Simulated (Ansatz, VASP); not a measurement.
## Two plane-wave programs on NaF

Contents of INCAR:

```
PREC = Accurate ; ENCUT = 600
EDIFF = 1E-6 ; ISMEAR = 0
SIGMA = 0.01 ; LREAL = False
LASPH = True ; NELM = 120
ALGO = Normal ; ISIF = 2
LWAVE = False ; LCHARG = False
GGA = PS ; NBANDS = 14
GGA_COMPAT = False
```

KPOINTS

```
Automatic mesh
0
Gamma
  8 8 8
```

Contents of POSCAR:

```
NaF
1.0
    0.0000000000      2.4093172633      2.4093172633
    2.4093172633      0.0000000000      2.4093172633
    2.4093172633      2.4093172633      0.0000000000
Na F
1 1
Direct
    0.0000000000      0.0000000000      0.0000000000
    0.5000000000      0.5000000000      0.5000000000
```

Input for Ansatz:

```yaml
crystal:
  lattice:
    - [0.0, 2.409317263258912, 2.409317263258912]
    - [2.409317263258912, 0.0, 2.409317263258912]
    - [2.409317263258912, 2.409317263258912, 0.0]
  atoms:
    - { symbol: Na, position: [0.0, 0.0, 0.0] }
    - { symbol: F, position: [0.5, 0.5, 0.5] }
basis:
  ecutwfc: 470.0
kpoints:
  mp_grid:
    grid: [8, 8, 8]
hamiltonian:
  xc: pbesol
  pseudopotentials:
    kind: paw
scf:
  max_iter: 70
  occupations:
    method: fixed
output:
  stress: true
```

Alike in both runs: task single point; functional PBEsol; k mesh 8 × 8 × 8; no spin polarisation.

```csv
,VASP,Ansatz
version,VASP 6.6.1,Ansatz 0.2.0
potentials or method,"VASP PAW PBE potentials, release 64 (Na_pv, F), cutoff 600 eV","plane waves, PAW"
occupations,"gaussian, width 0.01 eV",fixed
valence electrons in the cell,14,16
```

```csv
,VASP,Ansatz,Ansatz less VASP
pressure (GPa),-4.6,-4.4,+0.19
```

VASP's potentials were made for PBE, not for PBEsol. VASP's potentials hold 14 valence electrons a cell and Ansatz's 16, so a difference there can come from the potentials and not from the codes.
